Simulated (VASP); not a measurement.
# W (P6_3/mmc) in VASP: notebook

Runs on W. Level: PBE. Tasks: single point, relaxation of cell and atoms.

Program: VASP 6.6.1. These are calculated values, not measurements. Logs are shortened: lines on timing, memory, paths and dates and some standing lists are left out, and cuts for length are marked.

## 1. The cell of the first run

It takes space group P6_3/mmc (No. 194, hexagonal). Conventional cell: a = 2.776 Å, b = 2.776 Å, c = 4.951 Å, α = 90.00°, β = 90.00°, γ = 120.00°. Within 3.7 Å of W (site symmetry -6m2) lie 12 W at 2.78 to 2.95 Å.

This isn't the form of W at room conditions, which is bcc.

## 2. Single point, PBE

INCAR

```
SYSTEM = W
ALGO = Normal
EDIFF = 1E-6
ENCUT = 520
GGA = PE
ISIF = 2
ISMEAR = 0
LASPH = .TRUE.
LCHARG = .FALSE.
LREAL = .FALSE.
LWAVE = .FALSE.
NBANDS = 21
NELM = 60
PREC = Accurate
SIGMA = 0.05
```

KPOINTS

```
k-points
0
G
  18 18 10
  0 0 0
```

POSCAR

```
W
1.0
    2.7763887093      0.0000000000      0.0000000000
   -1.3881943546      2.4044231531      0.0000000000
    0.0000000000      0.0000000000      4.9509349317
W
2
Direct
    0.3333333333      0.6666666667      0.7500000000
    0.6666666667      0.3333333333      0.2500000000
```

Potentials or basis: VASP PAW PBE potentials, release 64 (W_sv).

On the command line:

```sh
cat potpaw_PBE.64/W_sv/POTCAR > POTCAR
mpirun -np 1 vasp_std > vasp.out
```

OUTCAR:

```text
SYSTEM = W
   EDIFF = 1E-6
   ENCUT = 520
   GGA = PE
   ISIF = 2
   ISMEAR = 0
   LASPH = .TRUE.
   LREAL = .FALSE.
   NELM = 60
   PREC = Accurate

 ion  position               nearest neighbor table
   1  0.333  0.667  0.750-   2 2.95   2 2.95   2 2.95   2 2.95   2 2.95   2 2.95
   2  0.667  0.333  0.250-   1 2.95   1 2.95   1 2.95   1 2.95   1 2.95   1 2.95

  LATTYP: Found a hexagonal cell.
 ALAT       =     2.7763887093
 C/A-ratio  =     1.7832283049

  Lattice vectors:

 A1 = (   2.7763887093,   0.0000000000,   0.0000000000)
 A2 = (  -1.3881943546,   2.4044231531,   0.0000000000)
 A3 = (   0.0000000000,   0.0000000000,   4.9509349317)

Analysis of symmetry for initial positions (statically):
=====================================================================
 Subroutine PRICEL returns:
 Original cell was already a primitive cell.

 Routine SETGRP: Setting up the symmetry group for a
 hexagonal supercell.

 Subroutine GETGRP returns: Found 24 space group operations
 (whereof 12 operations were pure point group operations)
 out of a pool of 24 trial point group operations.

The static configuration has the point symmetry D_3d.
 The point group associated with its full space group is D_6h.

Analysis of symmetry for dynamics (positions and initial velocities):
=====================================================================
 Subroutine PRICEL returns:
 Original cell was already a primitive cell.

 Routine SETGRP: Setting up the symmetry group for a
 hexagonal supercell.

 Subroutine GETGRP returns: Found 24 space group operations
 (whereof 12 operations were pure point group operations)
 out of a pool of 24 trial point group operations.

The dynamic configuration has the point symmetry D_3d.
 The point group associated with its full space group is D_6h.

 Subroutine INISYM returns: Found 24 space group operations
 (whereof 12 operations are pure point group operations),
 and found     1 'primitive' translations

----------------------------------------------------------------------------------------

                                     Primitive cell

  volume of cell :      33.0505

  direct lattice vectors                    reciprocal lattice vectors
     2.776388709  0.000000000  0.000000000     0.360180113  0.207950085  0.000000000
    -1.388194355  2.404423153  0.000000000     0.000000000  0.415900171  0.000000000
     0.000000000  0.000000000  4.950934932     0.000000000  0.000000000  0.201982053

  length of vectors
     2.776388709  2.776388709  4.950934932     0.415900171  0.415900171  0.201982053

  position of ions in fractional coordinates (direct lattice)
     0.333333333  0.666666667  0.750000000
     0.666666667  0.333333333  0.250000000

  ion indices of the primitive-cell ions
   primitive index   ion index
                 1           1
                 2           2

----------------------------------------------------------------------------------------

 KPOINTS: k-points

Automatic generation of k-mesh.
 Grid dimensions read from file:
 generate k-points for:   18   18   10

 Generating k-lattice:

  Cartesian coordinates                     Fractional coordinates (reciprocal lattice)
     0.020010006  0.011552783  0.000000000     0.055555556  0.000000000  0.000000000
     0.000000000  0.023105565  0.000000000     0.000000000  0.055555556  0.000000000
     0.000000000  0.000000000  0.020198205     0.000000000  0.000000000  0.100000000

  Length of vectors
     0.023105565  0.023105565  0.020198205

  Shift w.r.t. Gamma in fractional coordinates (k-lattice)
     0.000000000  0.000000000  0.000000000

 Subroutine IBZKPT returns following result:
 ===========================================

 Found    222 irreducible k-points:

 Following reciprocal coordinates:
            Coordinates               Weight
  0.000000  0.000000  0.000000      1.000000
  0.055556 -0.000000  0.000000      6.000000
  0.111111 -0.000000  0.000000      6.000000
  0.166667 -0.000000  0.000000      6.000000
  0.222222 -0.000000  0.000000      6.000000
  0.277778  0.000000  0.000000      6.000000
[... 16 lines left out ...]
  0.333333  0.111111  0.000000     12.000000
  0.388889  0.111111  0.000000     12.000000
 [... further k-points ...]
   k-points           NKPTS =    222   k-points in BZ     NKDIM =    222   number of bands    NBANDS=     21
   number of dos      NEDOS =    301   number of ions     NIONS =      2
   total plane-waves  NPLWV =  23040
   dimension x,y,z NGX =    24 NGY =   24 NGZ =   40
   dimension x,y,z NGXF=    48 NGYF=   48 NGZF=   80
   ions per type =               2
   NGX,Y,Z   is equivalent  to a cutoff of  14.37, 14.37, 13.43 a.u.
   NGXF,Y,Z  is equivalent  to a cutoff of  28.74, 28.74, 26.86 a.u.
 SYSTEM =  W
   PREC   = accura    normal or accurate (medium, high low for compatibility)
   ISTART =      0    job   : 0-new  1-cont  2-samecut
   ICHARG =      2    charge: 1-file 2-atom 10-const
   ISPIN  =      1    spin polarized calculation?
   LNONCOLLINEAR =      F non collinear calculations
   LSORBIT =      F    spin-orbit coupling
   LASPH  =      T    aspherical Exc in radial PAW
   ENCUT  =  520.0 eV  38.22 Ry    6.18 a.u.   5.16  5.16  9.21*2*pi/ulx,y,z
   NELM   =     60;   NELMIN=  2; NELMDL= -5     # of ELM steps
   EDIFF  = 0.1E-05   stopping-criterion for ELM
   LREAL  =      F    real-space projection
   EDIFFG = 0.1E-04   stopping-criterion for IOM
   NSW    =      0    number of steps for IOM
   IBRION =     -1    ionic relax: 0-MD 1-quasi-New 2-CG
   NFREE  =      0    steps in history (QN), initial steepest desc. (CG)
   ISIF   =      2    stress and relaxation
   ISYM   =      2    0-nonsym 1-usesym 2-fastsym
   POTIM  = 0.5000    time-step for ionic-motion
   TEBEG  =    0.0;   TEEND  =   0.0 temperature during run
   PSTRESS=    0.0 pullay stress
   NELECT =      28.0000    total number of electrons
   NUPDOWN=      -1.0000    fix difference up-down
   EMIN   =  10.00;   EMAX   =-10.00  energy-range for DOS
   EFERMI =   0.00;   METHOD = LEGACY
   ISMEAR =     0;   SIGMA  =   0.05  broadening in eV -4-tet -1-fermi 0-gaus
   EFERMI_NEDOS =   21; number of points for ismear=-14 and -15
   IALGO  =     38    algorithm
   IMIX   =      4    mixing-type and parameters
     AMIX     =   0.40;   BMIX     =  1.00
     AMIX_MAG =   1.60;   BMIX_MAG =  1.00
  volume/ion in A,a.u.               =      16.53       111.52
  Fermi-wavevector in a.u.,A,eV,Ry     =   1.549059  2.927298 32.648332  2.399585
  Thomas-Fermi vector in A             =   2.653921
   LORBIT       =      0    0 simple, 1 ext, 2 COOP (PROOUT), +10 PAW based schemes
   GGA     = PE    functional components
   LHFCALC =     F    Hartree Fock is set to
   AEXX    =    0.0000 exact exchange contribution
   IVDW    =     0    specifies the selected vdW correction
   LEPSILON=     F    determine dielectric tensor
   LRPA    =     F    only Hartree local field effects (RPA)
 non-spin polarized calculation
 Gauss-broadening in eV      SIGMA  =   0.05
  energy-cutoff  :      520.00
  volume of cell :       33.05
 maximum number of plane-waves:       902
 NGX is ok and might be reduce to    24
   NGX = 11   NGY = 11   NGZ = 19

 number of electron      28.0000002 magnetization

 Free energy of the ion-electron system (eV)
  ---------------------------------------------------
  ext. energy  EPLUGINS =         0.00000000
  ---------------------------------------------------
  free energy    TOTEN  =       -24.90762234 eV

  energy without entropy =      -24.90470377  energy(sigma->0) =      -24.90616306

 E-fermi :  10.4812     XC(G=0): -13.3889

 val. band max:       10.4767836679   @ k =   0.1111  -0.0000   0.2000
 cond. band min:      10.4816436032   @ k =   0.2778   0.2778   0.1000
 fundamental gap:      0.0048599352
 Fermi energy:        10.4812207407

 k-point     1 :       0.0000    0.0000    0.0000
  band No.  band energies     occupation
      1     -63.2957      2.00000
      2     -63.2271      2.00000
      3     -28.0033      2.00000
      4     -27.1133      2.00000
      5     -26.9162      2.00000
      6     -26.9162      2.00000
[... 13 lines left out ...]
     20      14.7418      0.00000
     21      19.1929      0.00000

 k-point     2 :       0.0556   -0.0000    0.0000
  band No.  band energies     occupation
      1     -63.2923      2.00000
      2     -63.2245      2.00000
      3     -27.9925      2.00000
      4     -27.1144      2.00000
      5     -26.9519      2.00000
      6     -26.9259      2.00000
[... 13 lines left out ...]
     20      15.0825      0.00000
     21      19.1740      0.00000

 k-point     3 :       0.1111   -0.0000    0.0000
  band No.  band energies     occupation
      1     -63.2823      2.00000
      2     -63.2173      2.00000
      3     -27.9609      2.00000
      4     -27.1183      2.00000
      5     -27.0540      2.00000
      6     -26.9654      2.00000
[... 13 lines left out ...]
     20      15.8809      0.00000
     21      19.0949      0.00000

 k-point     4 :       0.1667   -0.0000    0.0000
  band No.  band energies     occupation
      1     -63.2669      2.00000
      2     -63.2064      2.00000
      3     -27.9108      2.00000
      4     -27.2090      2.00000
      5     -27.1258      2.00000
      6     -27.1202      2.00000
[... 13 lines left out ...]
     20      16.8703      0.00000
     21      18.9236      0.00000

 k-point     5 :       0.2222   -0.0000    0.0000
  band No.  band energies     occupation
      1     -63.2478      2.00000
      2     -63.1932      2.00000
      3     -27.8459      2.00000
      4     -27.3968      2.00000
      5     -27.3046      2.00000
      6     -27.1382      2.00000
[... 13 lines left out ...]
     20      17.9129      0.00000
     21      18.6681      0.00000

 k-point     6 :       0.2778    0.0000    0.0000
  band No.  band energies     occupation
      1     -63.2269      2.00000
      2     -63.1794      2.00000
      3     -27.7710      2.00000
      4     -27.5937      2.00000
      5     -27.4948      2.00000
      6     -27.1568      2.00000
[... 13 lines left out ...]
     20      18.3980      0.00000
     21      18.9202      0.00000

 k-point     7 :       0.3333   -0.0000    0.0000
  band No.  band energies     occupation
      1     -63.2067      2.00000
      2     -63.1671      2.00000
      3     -27.7757      2.00000
      4     -27.6926      2.00000
      5     -27.6686      2.00000
      6     -27.1822      2.00000
[... 13 lines left out ...]
     20      18.2515      0.00000
     21      19.8148      0.00000
[... 291 lines left out ...]
      1     -63.2402      2.00000
      2     -63.1880      2.00000
      3     -27.8193      2.00000
      4     -27.4237      2.00000
      5     -27.3801      2.00000
      6     -27.1441      2.00000
[... 13 lines left out ...]
     20      18.5111      0.00000
     21      18.6115      0.00000

 k-point    21 :       0.2222    0.1111    0.0000
  band No.  band energies     occupation
      1     -63.2204      2.00000
      2     -63.1753      2.00000
      3     -27.7468      2.00000
      4     -27.5986      2.00000
      5     -27.5356      2.00000
      6     -27.1637      2.00000
[... 13 lines left out ...]
     20      18.4573      0.00000
     21      19.5454      0.00000

 k-point    22 :       0.2778    0.1111    0.0000
  band No.  band energies     occupation
      1     -63.2012      2.00000
      2     -63.1640      2.00000
      3     -27.7622      2.00000
      4     -27.6763      2.00000
      5     -27.6705      2.00000
      6     -27.2018      2.00000
[... 13 lines left out ...]
     20      18.5623      0.00000
     21      20.5036      0.00000

 k-point    23 :       0.3333    0.1111    0.0000
  band No.  band energies     occupation
      1     -63.1847      2.00000
      2     -63.1555      2.00000
      3     -27.8936      2.00000
      4     -27.7891      2.00000
      5     -27.5979      2.00000
      6     -27.2539      2.00000
[... 13 lines left out ...]
     20      19.1212      0.00000
     21      21.1846      0.00000

 k-point    24 :       0.3889    0.1111    0.0000
  band No.  band energies     occupation
      1     -63.1732      2.00000
      2     -63.1506      2.00000
      3     -27.9783      2.00000
      4     -27.8621      2.00000
      5     -27.5405      2.00000
      6     -27.2875      2.00000
[... 13 lines left out ...]
     20      19.4840      0.00000
     21      20.3694      0.00000

 [... further k-points ...]

------------------------ aborting loop because EDIFF is reached ----------------------------------------

  FORCE on cell =-STRESS in cart. coord.  units (eV):
  Direction    XX          YY          ZZ          XY          YZ          ZX
  --------------------------------------------------------------------------------------
  -------------------------------------------------------------------------------------
  Total        0.1047701      0.1047701      0.0675655      0.0000000     -0.0000000     -0.0000000
  in kB        5.0789007      5.0789007      3.2753464      0.0000000     -0.0000000     -0.0000000
  external PRESSURE =       4.4777159 kB  Pullay stress =       0.0000000 kB

 VOLUME and BASIS-vectors are now :
 -----------------------------------------------------------------------------
  energy-cutoff  :      520.00
  volume of cell :       33.05
      direct lattice vectors                 reciprocal lattice vectors
     2.776388709  0.000000000  0.000000000     0.360180113  0.207950085  0.000000000
    -1.388194355  2.404423153  0.000000000     0.000000000  0.415900171  0.000000000
     0.000000000  0.000000000  4.950934932     0.000000000  0.000000000  0.201982053

 POSITION                                       TOTAL-FORCE (eV/Angst)
 -----------------------------------------------------------------------------------
     -0.00000      1.60295      3.71320         0.000000      0.000000      0.000000
      1.38819      0.80147      1.23773        -0.000000     -0.000000      0.000000
 -----------------------------------------------------------------------------------
    total drift:                               -0.000000      0.000000     -0.000000

  FREE ENERGIE OF THE ION-ELECTRON SYSTEM (eV)
  ---------------------------------------------------
  free  energy   TOTEN  =       -24.9076223396 eV

  energy  without entropy=      -24.9047037736  energy(sigma->0) =      -24.90616306
```

It took 1.8 min on 1 thread of Intel Xeon 8259CL, shared host; peak memory 0.25 GiB.

What came out:

```yaml
Free_energy: -24.9076 eV
Pressure: 0.4 GPa
Band_gap_on_the_k_mesh: zero (bands 14 and 15 overlap by 1.66 eV)
```

Caveat: spin-orbit coupling is left out, which moves the levels of the heavy elements.

(Continued in part 2 of 2.)
